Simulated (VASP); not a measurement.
Crystal: SnTe.

```xyz
2
Lattice="0.0000 3.6111 3.6111 3.6111 0.0000 3.6111 3.6111 3.6111 0.0000" Properties=species:S:1:pos:R:3 pbc="T T T"
Te    1.8056    1.8056    1.8056
Sn    0.0000    0.0000    0.0000
```

Base run:

| Item | Value |
| --- | --- |
| Program | VASP 6.6.1 |
| Functional | LDA |
| Potentials or basis | VASP PAW LDA potentials, release 64 (Te, Sn_d) |
| Cutoff | 520 eV |
| k mesh | 6 × 6 × 6 |
| Occupations | gaussian, width 0.025 eV |
| Spin | no spin polarisation |

Its results: band gap on the k mesh 0.19 eV, indirect (least direct gap 0.72 eV); pressure -2.1 GPa.

**Question.** The run is repeated on the same cell with these changes: k mesh from 6 × 6 × 6 to 9 × 9 × 9; occupations from gaussian, width 0.025 eV to fermi-dirac, width 0.1 eV. What comes out?

**Answer.** Band gap on the k mesh 0.13 eV, indirect (least direct gap 0.75 eV); pressure -2.2 GPa.

Caveats: spin-orbit coupling is left out, which moves the levels of the heavy elements.

A k mesh can miss the band edges.
